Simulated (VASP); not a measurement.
# MoN2 (P4bm) in VASP: single point with PBEsol

Aim: the single point of MoN2 with PBEsol.

Program: VASP 6.6.1. These are calculated values, not measurements. Logs are shortened: lines on timing, memory, paths and dates and some standing lists are left out, and cuts for length are marked.

**1. The cell of the first run**

Symmetry: P4bm, No. 100, tetragonal system. The conventional cell has a = 4.287 Å, b = 4.287 Å, c = 2.728 Å, α = 90.00°, β = 90.00°, γ = 90.00°. Within 2.8 Å of Mo (site symmetry 4) lie 8 N at 2.09 to 2.32 Å and 2 Mo at 2.73 Å. N (site symmetry m) has 1 N at 1.37 Å within 1.8 Å.

**2. Single point, PBEsol (all N atoms moved +0.188 Å, as atom 3 along Cartesian [0 0 1])**

Input file INCAR:

```
SYSTEM = MoN2
PREC = Accurate
ENCUT = 520
EDIFF = 1E-7
ISMEAR = 0
SIGMA = 0.15
LREAL = .False.
LASPH = .True.
NELM = 80
ALGO = Normal
ISIF = 2
LWAVE = .False.
LCHARG = .True.
GGA = PS
LELF = .True.
LVHAR = .True.
NBANDS = 33
```

Input file KPOINTS:

```
regular mesh
0
Gamma
  12 12 18
  0 0 0
```

Input file POSCAR:

```
MoN2
1.0
    4.2866467491      0.0000000000      0.0000000000
    0.0000000000      4.2866467491      0.0000000000
    0.0000000000      0.0000000000      2.7284347069
Mo N
2 4
Direct
    0.5000000000      0.5000000000      0.0000000000
    0.0000000000      0.0000000000      0.0000000000
    0.8872955619      0.3872955619      0.5687207209
    0.1127044381      0.6127044381      0.5687207209
    0.3872955619      0.1127044381      0.5687207209
    0.6127044381      0.8872955619      0.5687207209
```

Potentials or basis: VASP PAW PBE potentials, release 64 (Mo_sv, N).

Run with:

```sh
$ cat potpaw_PBE.64/Mo_sv/POTCAR potpaw_PBE.64/N/POTCAR > POTCAR
$ mpirun -np 1 vasp_std > vasp.out
```

OUTCAR:

```text
SYSTEM = MoN2
   PREC = Accurate
   ENCUT = 520
   EDIFF = 1E-7
   ISMEAR = 0
   LREAL = .False.
   LASPH = .True.
   NELM = 80
   ISIF = 2
   GGA = PS

 ion  position               nearest neighbor table
   1  0.500  0.500  0.000-   3 2.09   4 2.09   5 2.09   6 2.09   3 2.32   4 2.32   5 2.32   6 2.32
                             2 3.03   2 3.03   2 3.03   2 3.03
   2  0.000  0.000  0.000-   3 2.09   4 2.09   5 2.09   6 2.09   3 2.32   4 2.32   5 2.32   6 2.32
                             1 3.03   1 3.03   1 3.03   1 3.03
   3  0.887  0.387  0.569-   4 1.37   2 2.09   1 2.09   1 2.32   2 2.32
   4  0.113  0.613  0.569-   3 1.37   2 2.09   1 2.09   1 2.32   2 2.32
   5  0.387  0.113  0.569-   6 1.37   2 2.09   1 2.09   1 2.32   2 2.32
   6  0.613  0.887  0.569-   5 1.37   2 2.09   1 2.09   1 2.32   2 2.32

  LATTYP: Found a simple tetragonal cell.
 ALAT       =     4.2866467491
 C/A-ratio  =     0.6364962794

  Lattice vectors:

 A1 = (   4.2866467491,   0.0000000000,   0.0000000000)
 A2 = (   0.0000000000,   4.2866467491,   0.0000000000)
 A3 = (   0.0000000000,   0.0000000000,   2.7284347069)

Analysis of symmetry for initial positions (statically):
=====================================================================
 Subroutine PRICEL returns:
 Original cell was already a primitive cell.

 Routine SETGRP: Setting up the symmetry group for a
 simple tetragonal supercell.

 Subroutine GETGRP returns: Found  8 space group operations
 (whereof  4 operations were pure point group operations)
 out of a pool of 16 trial point group operations.

The static configuration has the point symmetry     .
 The point group associated with its full space group is C_4v.

Analysis of symmetry for dynamics (positions and initial velocities):
=====================================================================
 Subroutine PRICEL returns:
 Original cell was already a primitive cell.

 Routine SETGRP: Setting up the symmetry group for a
 simple tetragonal supercell.

 Subroutine GETGRP returns: Found  8 space group operations
 (whereof  4 operations were pure point group operations)
 out of a pool of 16 trial point group operations.

The dynamic configuration has the point symmetry C_4v.
 The point group associated with its full space group is C_4v.

 Subroutine INISYM returns: Found  8 space group operations
 (whereof  4 operations are pure point group operations),
 and found     1 'primitive' translations

----------------------------------------------------------------------------------------

                                     Primitive cell

  volume of cell :      50.1359

  direct lattice vectors                    reciprocal lattice vectors
     4.286646749  0.000000000  0.000000000     0.233282577  0.000000000  0.000000000
     0.000000000  4.286646749  0.000000000     0.000000000  0.233282577  0.000000000
     0.000000000  0.000000000  2.728434707     0.000000000  0.000000000  0.366510511

  length of vectors
     4.286646749  4.286646749  2.728434707     0.233282577  0.233282577  0.366510511

  position of ions in fractional coordinates (direct lattice)
     0.500000000  0.500000000  0.000000000
     0.000000000  0.000000000  0.000000000
     0.887295562  0.387295562  0.568720721
     0.112704438  0.612704438  0.568720721
     0.387295562  0.112704438  0.568720721
     0.612704438  0.887295562  0.568720721

  ion indices of the primitive-cell ions
   primitive index   ion index
                 1           1
                 2           2
                 3           3
                 4           4
                 5           5
                 6           6

----------------------------------------------------------------------------------------

 KPOINTS: regular mesh

Automatic generation of k-mesh.
 Grid dimensions read from file:
 generate k-points for:   12   12   18

 Generating k-lattice:

  Cartesian coordinates                     Fractional coordinates (reciprocal lattice)
     0.019440215  0.000000000  0.000000000     0.083333333  0.000000000  0.000000000
     0.000000000  0.019440215  0.000000000     0.000000000  0.083333333  0.000000000
     0.000000000  0.000000000  0.020361695     0.000000000  0.000000000  0.055555556

  Length of vectors
     0.019440215  0.019440215  0.020361695

  Shift w.r.t. Gamma in fractional coordinates (k-lattice)
     0.000000000  0.000000000  0.000000000

 Subroutine IBZKPT returns following result:
 ===========================================

 Found    280 irreducible k-points:

 Following reciprocal coordinates:
            Coordinates               Weight
  0.000000  0.000000  0.000000      1.000000
  0.083333  0.000000  0.000000      4.000000
  0.166667  0.000000  0.000000      4.000000
  0.250000  0.000000  0.000000      4.000000
  0.333333  0.000000  0.000000      4.000000
  0.416667  0.000000  0.000000      4.000000
[... 16 lines left out ...]
  0.333333  0.333333  0.000000      4.000000
  0.416667  0.333333  0.000000      8.000000
 [... further k-points ...]
   k-points           NKPTS =    280   k-points in BZ     NKDIM =    280   number of bands    NBANDS=     33
   number of dos      NEDOS =    301   number of ions     NIONS =      6
   total plane-waves  NPLWV =  20480
   dimension x,y,z NGX =    32 NGY =   32 NGZ =   20
   dimension x,y,z NGXF=    64 NGYF=   64 NGZF=   40
   ions per type =               2   4
   NGX,Y,Z   is equivalent  to a cutoff of  12.41, 12.41, 12.19 a.u.
   NGXF,Y,Z  is equivalent  to a cutoff of  24.82, 24.82, 24.37 a.u.
 SYSTEM =  MoN2
   PREC   = accura    normal or accurate (medium, high low for compatibility)
   ISTART =      0    job   : 0-new  1-cont  2-samecut
   ICHARG =      2    charge: 1-file 2-atom 10-const
   ISPIN  =      1    spin polarized calculation?
   LNONCOLLINEAR =      F non collinear calculations
   LSORBIT =      F    spin-orbit coupling
   LASPH  =      T    aspherical Exc in radial PAW
   ENCUT  =  520.0 eV  38.22 Ry    6.18 a.u.   7.97  7.97  5.07*2*pi/ulx,y,z
   NELM   =     80;   NELMIN=  2; NELMDL= -5     # of ELM steps
   EDIFF  = 0.1E-06   stopping-criterion for ELM
   LREAL  =      F    real-space projection
   EDIFFG = 0.1E-05   stopping-criterion for IOM
   NSW    =      0    number of steps for IOM
   IBRION =     -1    ionic relax: 0-MD 1-quasi-New 2-CG
   NFREE  =      0    steps in history (QN), initial steepest desc. (CG)
   ISIF   =      2    stress and relaxation
   ISYM   =      2    0-nonsym 1-usesym 2-fastsym
   POTIM  = 0.5000    time-step for ionic-motion
   TEBEG  =    0.0;   TEEND  =   0.0 temperature during run
   PSTRESS=    0.0 pullay stress
   NELECT =      48.0000    total number of electrons
   NUPDOWN=      -1.0000    fix difference up-down
   EMIN   =  10.00;   EMAX   =-10.00  energy-range for DOS
   EFERMI =   0.00;   METHOD = LEGACY
   ISMEAR =     0;   SIGMA  =   0.15  broadening in eV -4-tet -1-fermi 0-gaus
   EFERMI_NEDOS =   21; number of points for ismear=-14 and -15
   IALGO  =     38    algorithm
   IMIX   =      4    mixing-type and parameters
     AMIX     =   0.40;   BMIX     =  1.00
     AMIX_MAG =   1.60;   BMIX_MAG =  1.00
  volume/ion in A,a.u.               =       8.36        56.39
  Fermi-wavevector in a.u.,A,eV,Ry     =   1.613512  3.049096 35.421702  2.603422
  Thomas-Fermi vector in A             =   2.708570
   LORBIT       =      0    0 simple, 1 ext, 2 COOP (PROOUT), +10 PAW based schemes
   GGA     = PS    functional components
   LHFCALC =     F    Hartree Fock is set to
   AEXX    =    0.0000 exact exchange contribution
   IVDW    =     0    specifies the selected vdW correction
   LEPSILON=     F    determine dielectric tensor
   LRPA    =     F    only Hartree local field effects (RPA)
 non-spin polarized calculation
 Gauss-broadening in eV      SIGMA  =   0.15
  energy-cutoff  :      520.00
  volume of cell :       50.14
 maximum number of plane-waves:      1384
 NGX is ok and might be reduce to    32
   NGX = 15   NGY = 15   NGZ = 11

 number of electron      47.9999999 magnetization

 Free energy of the ion-electron system (eV)
  ---------------------------------------------------
  ext. energy  EPLUGINS =         0.00000000
  ---------------------------------------------------
  free energy    TOTEN  =       -58.57154317 eV

  energy without entropy =      -58.54927147  energy(sigma->0) =      -58.56040732

 E-fermi :  12.6595     XC(G=0): -14.0836

 val. band max:       12.6553023165   @ k =   0.3333   0.0000   0.5000
 cond. band min:      12.6691294530   @ k =   0.2500   0.0000   0.0556
 fundamental gap:      0.0138271365
 Fermi energy:        12.6595216703

 k-point     1 :       0.0000    0.0000    0.0000
  band No.  band energies     occupation
      1     -49.2247      2.00000
      2     -49.1500      2.00000
      3     -23.5381      2.00000
      4     -23.5381      2.00000
      5     -23.1316      2.00000
      6     -23.1316      2.00000
[... 25 lines left out ...]
     32      18.7924      0.00000
     33      19.9809      0.00000

 k-point     2 :       0.0833    0.0000    0.0000
  band No.  band energies     occupation
      1     -49.2234      2.00000
      2     -49.1512      2.00000
      3     -23.5331      2.00000
      4     -23.5313      2.00000
      5     -23.1409      2.00000
      6     -23.1387      2.00000
[... 25 lines left out ...]
     32      18.7036      0.00000
     33      19.8863      0.00000
[... 754 lines left out ...]
     32      16.8990      0.00000
     33      19.9935      0.00000

 k-point    24 :       0.4167    0.3333    0.0000
  band No.  band energies     occupation
      1     -49.1916      2.00000
      2     -49.1820      2.00000
      3     -23.6104      2.00000
      4     -23.5601      2.00000
      5     -23.1546      2.00000
      6     -23.1000      2.00000
[... 25 lines left out ...]
     32      16.5849      0.00000
     33      20.3843      0.00000

 [... further k-points ...]

------------------------ aborting loop because EDIFF is reached ----------------------------------------

  FORCE on cell =-STRESS in cart. coord.  units (eV):
  Direction    XX          YY          ZZ          XY          YZ          ZX
  --------------------------------------------------------------------------------------
  -------------------------------------------------------------------------------------
  Total        2.1002169      2.1002169      2.5081910      0.0000000     -0.0000000      0.0000000
  in kB       67.1159559     67.1159559     80.1534508      0.0000000     -0.0000000      0.0000000
  external PRESSURE =      71.4617876 kB  Pullay stress =       0.0000000 kB

 VOLUME and BASIS-vectors are now :
 -----------------------------------------------------------------------------
  energy-cutoff  :      520.00
  volume of cell :       50.14
      direct lattice vectors                 reciprocal lattice vectors
     4.286646749  0.000000000  0.000000000     0.233282577  0.000000000  0.000000000
     0.000000000  4.286646749  0.000000000     0.000000000  0.233282577  0.000000000
     0.000000000  0.000000000  2.728434707     0.000000000  0.000000000  0.366510511

 POSITION                                       TOTAL-FORCE (eV/Angst)
 -----------------------------------------------------------------------------------
      2.14332      2.14332      0.00000         0.000000      0.000000      1.430874
      0.00000      0.00000      0.00000         0.000000      0.000000      1.430874
      3.80352      1.66020      1.55172         0.028154      0.028154     -0.715437
      0.48312      2.62645      1.55172        -0.028154     -0.028154     -0.715437
      1.66020      0.48312      1.55172         0.028154     -0.028154     -0.715437
      2.62645      3.80352      1.55172        -0.028154      0.028154     -0.715437
 -----------------------------------------------------------------------------------
    total drift:                               -0.000000     -0.000000      0.000665

  FREE ENERGIE OF THE ION-ELECTRON SYSTEM (eV)
  ---------------------------------------------------
  free  energy   TOTEN  =       -58.5715431682 eV

  energy  without entropy=      -58.5492714737  energy(sigma->0) =      -58.56040732
```

Run time: 9.1 min. Hardware: 1 thread of AMD EPYC 7R13, shared host; peak memory 0.41 GiB.

Results:

```
Free energy            : -58.5715 eV
Pressure               : 7.1 GPa
Largest force          : 1.431 eV/Å
Band gap on the k mesh : zero (band 24 reaches 14.79 eV, above the bottom of band 25 at 11.88 eV)
```

Forces in eV/Å, atoms in the order of the input:
```
Mo   0.000  0.000  1.431
Mo   0.000  0.000  1.431
N    0.028  0.028 -0.715
N   -0.028 -0.028 -0.715
N    0.028 -0.028 -0.715
N   -0.028  0.028 -0.715
```

Stress tensor (GPa, compression positive):
```
6.71 0.00 0.00
0.00 6.71 0.00
0.00 0.00 8.02
```

Levels at points of the mesh, in eV from the Fermi level:
| k point | band 22 | band 23 | band 24 | band 25 | band 26 | band 27 |
| --- | --- | --- | --- | --- | --- | --- |
| (0.00, 0.00, 0.00) | -2.93 | -2.65 | -1.61 | 0.84 | 0.84 | 0.85 |
| (0.50, 0.00, 0.00) | -1.87 | -1.58 | -1.58 | -0.51 | -0.51 | 2.55 |
| (0.50, 0.50, 0.00) | -1.45 | 0.32 | 0.32 | 0.85 | 0.85 | 1.78 |
| (0.00, 0.00, 0.50) | -2.19 | -0.59 | 2.11 | 2.60 | 2.62 | 2.64 |
| (0.50, 0.00, 0.50) | -2.57 | -1.16 | -1.16 | 2.82 | 2.82 | 3.27 |
| (0.50, 0.50, 0.50) | -5.35 | -1.16 | -1.16 | 2.55 | 2.55 | 3.48 |

Caveat: the cell differs from its parent crystal (all N atoms moved +0.188 Å, as atom 3 along Cartesian [0 0 1]); the PAW data sets were made with another functional, which shifts forces and pressure a little.
